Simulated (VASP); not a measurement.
# Cs8Sn7GeI24 (a cell with a defect) in VASP: single point with PBEsol

Aim: the single point of Cs8Sn7GeI24 (a cell with a defect) with PBEsol.

Program: VASP 6.6.1. These are calculated values, not measurements. Logs are shortened: lines on timing, memory, paths and dates and some standing lists are left out, and cuts for length are marked.

## 1. The cell of the first run

The cell holds a defect, 40 atoms: a = 12.314 Å, b = 12.314 Å, c = 12.314 Å, α = 90.00°, β = 90.00°, γ = 90.00°.

## 2. Single point, PBEsol

INCAR

```
ALGO = Normal ; EDIFF = 1E-6
ENCUT = 410 ; GGA = PS
GGA_COMPAT = False ; ISIF = 2
ISMEAR = -1 ; ISYM = 0
LASPH = True ; LCHARG = False
LREAL = Auto ; LWAVE = False
NBANDS = 202 ; NELM = 120
PREC = Accurate ; SIGMA = 0.05
```

KPOINTS

```
Automatic mesh
0
Gamma
  1 1 1
  0.25 0.25 0.25
```

POSCAR

```
Cs8Sn7GeI24
1.0
   12.3144620000      0.0000000000      0.0000000000
    0.0000000000     12.3144620000      0.0000000000
    0.0000000000      0.0000000000     12.3144620000
Cs Ge Sn I
8 1 7 24
Direct
    0.9614890000      0.0161940000      0.9811160000
    0.9824470000      0.9636190000      0.4754460000
    0.9805450000      0.5180830000      0.9903820000
    0.0064620000      0.5121120000      0.5118320000
    0.5294810000      0.9740970000      0.9714950000
    0.5257530000      0.9607890000      0.5019520000
    0.5285120000      0.5240410000      0.9641280000
    0.2917420000      0.2211750000      0.2312790000
    0.3867410000      0.3800280000      0.5188050000
    0.2464960000      0.2696100000      0.7789500000
    0.2449260000      0.7462810000      0.2529990000
    0.2532370000      0.7676630000      0.7548460000
    0.7689500000      0.2543210000      0.2567080000
    0.7504580000      0.2562620000      0.7442310000
    0.7475650000      0.7444130000      0.2427360000
    0.7547230000      0.7528830000      0.7399810000
    0.2641840000      0.3745960000      0.9939400000
    0.2205250000      0.2292420000      0.5195070000
    0.2558980000      0.7109340000      0.9979490000
    0.2503010000      0.8059640000      0.4993130000
    0.7076550000      0.2379410000      0.9887050000
    0.8457740000      0.2492320000      0.4906290000
    0.7597190000      0.7597660000      0.9911990000
    0.7541830000      0.7408860000      0.4919670000
    0.9945020000      0.2702420000      0.1827260000
    0.9950920000      0.2648910000      0.7910730000
    0.9979570000      0.6899730000      0.2582760000
    0.0042070000      0.7613680000      0.7447200000
    0.5322850000      0.2517760000      0.3929190000
    0.4933040000      0.2625190000      0.7314110000
    0.4976900000      0.7905560000      0.2336150000
    0.5044060000      0.7590420000      0.7480220000
    0.1618480000      0.9664950000      0.2112000000
    0.2526900000      0.0117840000      0.8175880000
    0.2961520000      0.4988150000      0.3465920000
    0.2543440000      0.5113580000      0.6967240000
    0.7667810000      0.0010880000      0.2471480000
    0.7527450000      0.0047940000      0.7297570000
    0.7209230000      0.5005930000      0.2204410000
    0.7610650000      0.5050220000      0.7474290000
```

Potentials or basis: VASP PAW PBE potentials, release 64 (Cs_sv, Ge_d, Sn_d, I).

Started as:

```bash
$ cat potpaw_PBE.64/Cs_sv/POTCAR potpaw_PBE.64/Ge_d/POTCAR potpaw_PBE.64/Sn_d/POTCAR potpaw_PBE.64/I/POTCAR > POTCAR
$ mpirun -np 1 vasp_std > vasp.out
```

OUTCAR:

```text
EDIFF = 1E-6
   ENCUT = 410
   GGA = PS
   ISIF = 2
   ISMEAR = -1
   ISYM = 0
   LASPH = True
   LREAL = Auto
   NELM = 120
   PREC = Accurate

 ion  position               nearest neighbor table
   1  0.961  0.016  0.981-
   2  0.982  0.964  0.475-
   3  0.981  0.518  0.990-
   4  0.006  0.512  0.512-
   5  0.529  0.974  0.971-
   6  0.526  0.961  0.502-
   7  0.529  0.524  0.964-
   8  0.292  0.221  0.231-
   9  0.387  0.380  0.519-  18 2.76  35 2.81  29 2.85  36 3.17
  10  0.246  0.270  0.779-  17 2.95  30 3.10  26 3.10  36 3.15  34 3.21  18 3.25
  11  0.245  0.746  0.253-  33 2.94  27 3.12  20 3.12  31 3.17  19 3.17  35 3.32
  12  0.253  0.768  0.755-  28 3.07  19 3.07  32 3.10  34 3.10  20 3.18  36 3.24
  13  0.769  0.254  0.257-  25 2.93  22 3.03  37 3.12  39 3.12  29 3.36  21 3.39
  14  0.750  0.256  0.744-  21 3.06  40 3.07  26 3.07  38 3.10  30 3.17  22 3.34
  15  0.748  0.744  0.243-  39 3.03  24 3.07  23 3.11  31 3.13  27 3.16  37 3.17
  16  0.755  0.753  0.740-  40 3.05  24 3.06  28 3.07  32 3.09  23 3.10  38 3.10
  17  0.264  0.375  0.994-  10 2.95
  18  0.221  0.229  0.520-   9 2.76  10 3.25
  19  0.256  0.711  0.998-  12 3.07  11 3.17
  20  0.250  0.806  0.499-  11 3.12  12 3.18
  21  0.708  0.238  0.989-  14 3.06  13 3.39
  22  0.846  0.249  0.491-  13 3.03  14 3.34
  23  0.760  0.760  0.991-  16 3.10  15 3.11
  24  0.754  0.741  0.492-  16 3.06  15 3.07
  25  0.995  0.270  0.183-  13 2.93
  26  0.995  0.265  0.791-  14 3.07  10 3.10
  27  0.998  0.690  0.258-  11 3.12  15 3.16
  28  0.004  0.761  0.745-  12 3.07  16 3.07
  29  0.532  0.252  0.393-   9 2.85  13 3.36
  30  0.493  0.263  0.731-  10 3.10  14 3.17
  31  0.498  0.791  0.234-  15 3.13  11 3.17
  32  0.504  0.759  0.748-  16 3.09  12 3.10
  33  0.162  0.966  0.211-  11 2.94
  34  0.253  0.012  0.818-  12 3.10  10 3.21
  35  0.296  0.499  0.347-   9 2.81  11 3.32
  36  0.254  0.511  0.697-  10 3.15   9 3.17  12 3.24
  37  0.767  0.001  0.247-  13 3.12  15 3.17
  38  0.753  0.005  0.730-  14 3.10  16 3.10
  39  0.721  0.501  0.220-  15 3.03  13 3.12
  40  0.761  0.505  0.747-  16 3.05  14 3.07

IMPORTANT INFORMATION: All symmetrisations will be switched off!
NOSYMM: (Re-)initialisation of all symmetry stuff for point group C_1.

----------------------------------------------------------------------------------------

                                     Primitive cell

  volume of cell :    1867.4386

  direct lattice vectors                    reciprocal lattice vectors
    12.314462000  0.000000000  0.000000000     0.081205334  0.000000000  0.000000000
     0.000000000 12.314462000  0.000000000     0.000000000  0.081205334  0.000000000
     0.000000000  0.000000000 12.314462000     0.000000000  0.000000000  0.081205334

  length of vectors
    12.314462000 12.314462000 12.314462000     0.081205334  0.081205334  0.081205334

  position of ions in fractional coordinates (direct lattice)
     0.961489000  0.016194000  0.981116000
     0.982447000  0.963619000  0.475446000
     0.980545000  0.518083000  0.990382000
     0.006462000  0.512112000  0.511832000
     0.529481000  0.974097000  0.971495000
     0.525753000  0.960789000  0.501952000
[... 32 lines left out ...]
     0.720923000  0.500593000  0.220441000
     0.761065000  0.505022000  0.747429000

  ion indices of the primitive-cell ions
   primitive index   ion index
                 1           1
                 2           2
                 3           3
                 4           4
                 5           5
                 6           6
[... 32 lines left out ...]
                39          39
                40          40

----------------------------------------------------------------------------------------

 KPOINTS: Automatic mesh

Automatic generation of k-mesh.
 Grid dimensions read from file:
 generate k-points for:    1    1    1

 Generating k-lattice:

  Cartesian coordinates                     Fractional coordinates (reciprocal lattice)
     0.081205334  0.000000000  0.000000000     1.000000000  0.000000000  0.000000000
     0.000000000  0.081205334  0.000000000     0.000000000  1.000000000  0.000000000
     0.000000000  0.000000000  0.081205334     0.000000000  0.000000000  1.000000000

  Length of vectors
     0.081205334  0.081205334  0.081205334

  Shift w.r.t. Gamma in fractional coordinates (k-lattice)
     0.250000000  0.250000000  0.250000000

 Subroutine IBZKPT returns following result:
 ===========================================

 Found      4 irreducible k-points:

 Following reciprocal coordinates:
            Coordinates               Weight
  0.250000  0.250000  0.250000      2.000000
 -0.250000  0.250000  0.250000      2.000000
 -0.250000 -0.250000  0.250000      2.000000
  0.250000 -0.250000  0.250000      2.000000
   k-points           NKPTS =      4   k-points in BZ     NKDIM =      4   number of bands    NBANDS=    202
   number of dos      NEDOS =    301   number of ions     NIONS =     40
   total plane-waves  NPLWV = 592704
   dimension x,y,z NGX =    84 NGY =   84 NGZ =   84
   dimension x,y,z NGXF=   168 NGYF=  168 NGZF=  168
   ions per type =               8   1   7  24
   NGX,Y,Z   is equivalent  to a cutoff of  11.34, 11.34, 11.34 a.u.
   NGXF,Y,Z  is equivalent  to a cutoff of  22.68, 22.68, 22.68 a.u.
 SYSTEM =  unknown system
   PREC   = accura    normal or accurate (medium, high low for compatibility)
   ISTART =      0    job   : 0-new  1-cont  2-samecut
   ICHARG =      2    charge: 1-file 2-atom 10-const
   ISPIN  =      1    spin polarized calculation?
   LNONCOLLINEAR =      F non collinear calculations
   LSORBIT =      F    spin-orbit coupling
   LASPH  =      T    aspherical Exc in radial PAW
   ENCUT  =  410.0 eV  30.13 Ry    5.49 a.u.  20.33 20.33 20.33*2*pi/ulx,y,z
   NELM   =    120;   NELMIN=  2; NELMDL= -5     # of ELM steps
   EDIFF  = 0.1E-05   stopping-criterion for ELM
   LREAL  =      T    real-space projection
   EDIFFG = 0.1E-04   stopping-criterion for IOM
   NSW    =      0    number of steps for IOM
   IBRION =     -1    ionic relax: 0-MD 1-quasi-New 2-CG
   NFREE  =      0    steps in history (QN), initial steepest desc. (CG)
   ISIF   =      2    stress and relaxation
   ISYM   =      0    0-nonsym 1-usesym 2-fastsym
   POTIM  = 0.5000    time-step for ionic-motion
   TEBEG  =    0.0;   TEEND  =   0.0 temperature during run
   PSTRESS=    0.0 pullay stress
   NELECT =     352.0000    total number of electrons
   NUPDOWN=      -1.0000    fix difference up-down
   EMIN   =  10.00;   EMAX   =-10.00  energy-range for DOS
   EFERMI =   0.00;   METHOD = LEGACY
   ISMEAR =    -1;   SIGMA  =   0.05  broadening in eV -4-tet -1-fermi 0-gaus
   EFERMI_NEDOS =   21; number of points for ismear=-14 and -15
   IALGO  =     38    algorithm
   IMIX   =      4    mixing-type and parameters
     AMIX     =   0.40;   BMIX     =  1.00
     AMIX_MAG =   1.60;   BMIX_MAG =  1.00
  volume/ion in A,a.u.               =      46.69       315.05
  Fermi-wavevector in a.u.,A,eV,Ry     =   0.938657  1.773805 11.987781  0.881077
  Thomas-Fermi vector in A             =   2.065891
   LORBIT       =      0    0 simple, 1 ext, 2 COOP (PROOUT), +10 PAW based schemes
   GGA     = PS    functional components
   LHFCALC =     F    Hartree Fock is set to
   AEXX    =    0.0000 exact exchange contribution
   IVDW    =     0    specifies the selected vdW correction
   LEPSILON=     F    determine dielectric tensor
   LRPA    =     F    only Hartree local field effects (RPA)
 non-spin polarized calculation
  energy-cutoff  :      410.00
  volume of cell :     1867.44
 maximum number of plane-waves:     35255
 NGX is ok and might be reduce to    84
   NGX = 41   NGY = 41   NGZ = 41

 number of electron     351.9999987 magnetization

 Free energy of the ion-electron system (eV)
  ---------------------------------------------------
  ext. energy  EPLUGINS =         0.00000000
  ---------------------------------------------------
  free energy    TOTEN  =      -120.33843508 eV

  energy without entropy =     -120.33843508  energy(sigma->0) =     -120.33843508

 E-fermi :   2.7105     XC(G=0):  -7.7176

 val. band max:        1.6677939991   @ k =  -0.2500   0.2500   0.2500
 cond. band min:       3.7553469236   @ k =   0.2500  -0.2500   0.2500
 fundamental gap:      2.0875529244
 Fermi energy:         2.7104549092

 k-point     1 :       0.2500    0.2500    0.2500
  band No.  band energies     occupation
      1     -22.6088      2.00000
      2     -22.5991      2.00000
      3     -22.5934      2.00000
      4     -22.5886      2.00000
      5     -22.5832      2.00000
      6     -19.3727      2.00000
[... 180 lines left out ...]
    187       4.5716      0.00000
    188       4.6684      0.00000

 k-point     2 :      -0.2500    0.2500    0.2500
  band No.  band energies     occupation
      1     -22.6088      2.00000
      2     -22.5991      2.00000
      3     -22.5934      2.00000
      4     -22.5886      2.00000
      5     -22.5832      2.00000
      6     -19.3727      2.00000
[... 180 lines left out ...]
    187       4.5657      0.00000
    188       4.6258      0.00000

 k-point     3 :      -0.2500   -0.2500    0.2500
  band No.  band energies     occupation
      1     -22.6088      2.00000
      2     -22.5991      2.00000
      3     -22.5934      2.00000
      4     -22.5886      2.00000
      5     -22.5832      2.00000
      6     -19.3727      2.00000
[... 180 lines left out ...]
    187       4.5988      0.00000
    188       4.6392      0.00000

 k-point     4 :       0.2500   -0.2500    0.2500
  band No.  band energies     occupation
      1     -22.6088      2.00000
      2     -22.5991      2.00000
      3     -22.5934      2.00000
      4     -22.5886      2.00000
      5     -22.5832      2.00000
      6     -19.3727      2.00000
[... 180 lines left out ...]
    187       4.5427      0.00000
    188       4.6546      0.00000
 [bands above 188 left out]

------------------------ aborting loop because EDIFF is reached ----------------------------------------

  FORCE on cell =-STRESS in cart. coord.  units (eV):
  Direction    XX          YY          ZZ          XY          YZ          ZX
  --------------------------------------------------------------------------------------
  -------------------------------------------------------------------------------------
  Total       -0.8427010     -0.2095618     -0.6542344      1.4347421     -0.9086050      0.8907089
  in kB       -0.7229991     -0.1797945     -0.5613033      1.2309434     -0.7795417      0.7641877
  external PRESSURE =      -0.4880323 kB  Pullay stress =       0.0000000 kB

 VOLUME and BASIS-vectors are now :
 -----------------------------------------------------------------------------
  energy-cutoff  :      410.00
  volume of cell :     1867.44
      direct lattice vectors                 reciprocal lattice vectors
    12.314462000  0.000000000  0.000000000     0.081205334  0.000000000  0.000000000
     0.000000000 12.314462000  0.000000000     0.000000000  0.081205334  0.000000000
     0.000000000  0.000000000 12.314462000     0.000000000  0.000000000  0.081205334

 POSITION                                       TOTAL-FORCE (eV/Angst)
 -----------------------------------------------------------------------------------
     11.84022      0.19942     12.08192        -0.000133     -0.002412      0.005477
     12.09831     11.86645      5.85486         0.001882      0.005469      0.003535
     12.07488      6.37991     12.19602         0.003298      0.003140      0.000542
      0.07958      6.30638      6.30294         0.001948     -0.003062      0.004838
      6.52027     11.99548     11.96344        -0.002508      0.007903      0.006422
      6.47437     11.83160      6.18127        -0.000441      0.002858      0.001476
[... 32 lines left out ...]
      8.87778      6.16453      2.71461         0.001145     -0.017568      0.009314
      9.37211      6.21907      9.20419        -0.004864      0.003417      0.003730
 -----------------------------------------------------------------------------------
    total drift:                                0.000435     -0.002093     -0.010145

  FREE ENERGIE OF THE ION-ELECTRON SYSTEM (eV)
  ---------------------------------------------------
  free  energy   TOTEN  =      -120.3384350833 eV

  energy  without entropy=     -120.3384350802  energy(sigma->0) =     -120.33843508
```

Wall time 42 min (1 thread of AMD EPYC 7R13 (Zen 3), shared host); peak memory 1.5 GiB.

Results:

| Quantity | Value |
| --- | --- |
| Free energy | -120.3384 eV |
| Pressure | 0.0 GPa |
| Largest force | 0.031 eV/Å |
| Band gap on the k mesh | 2.09 eV |

Forces in eV/Å, atoms in the order of the input:
```
Cs   0.000 -0.002  0.005
Cs   0.002  0.005  0.004
Cs   0.003  0.003  0.001
Cs   0.002 -0.003  0.005
Cs  -0.003  0.008  0.006
Cs   0.000  0.003  0.001
Cs  -0.001  0.003  0.004
Cs  -0.005 -0.011 -0.012
Ge   0.000  0.015 -0.009
Sn  -0.004  0.012  0.000
Sn   0.002 -0.015  0.000
Sn  -0.006 -0.007  0.005
Sn  -0.012 -0.021 -0.020
Sn  -0.001 -0.012  0.014
Sn  -0.003 -0.001  0.014
Sn   0.010  0.007 -0.003
I   -0.002  0.011 -0.011
I   -0.002 -0.004  0.010
I   -0.003  0.001 -0.013
I    0.004  0.017  0.013
I   -0.010  0.009 -0.002
I   -0.008  0.015  0.002
I    0.000  0.004  0.003
I   -0.004  0.006 -0.006
I    0.013  0.006  0.001
I    0.012 -0.009 -0.013
I    0.001  0.001 -0.008
I    0.001 -0.013 -0.005
I    0.009 -0.002 -0.001
I    0.020 -0.007  0.010
I    0.003  0.009 -0.008
I   -0.002  0.001 -0.007
I    0.002  0.002  0.000
I   -0.007 -0.001 -0.009
I    0.007 -0.013 -0.003
I    0.007 -0.002  0.021
I   -0.012  0.004 -0.001
I   -0.010 -0.006 -0.004
I    0.001 -0.018  0.009
I   -0.005  0.003  0.004
```

Stress tensor (GPa, compression positive):
```
-0.07  0.12  0.08
 0.12 -0.02 -0.08
 0.08 -0.08 -0.06
```

Caveat: the PAW data sets were made with another functional, which shifts forces and pressure a little; spin-orbit coupling is left out, which moves the levels of the heavy elements.
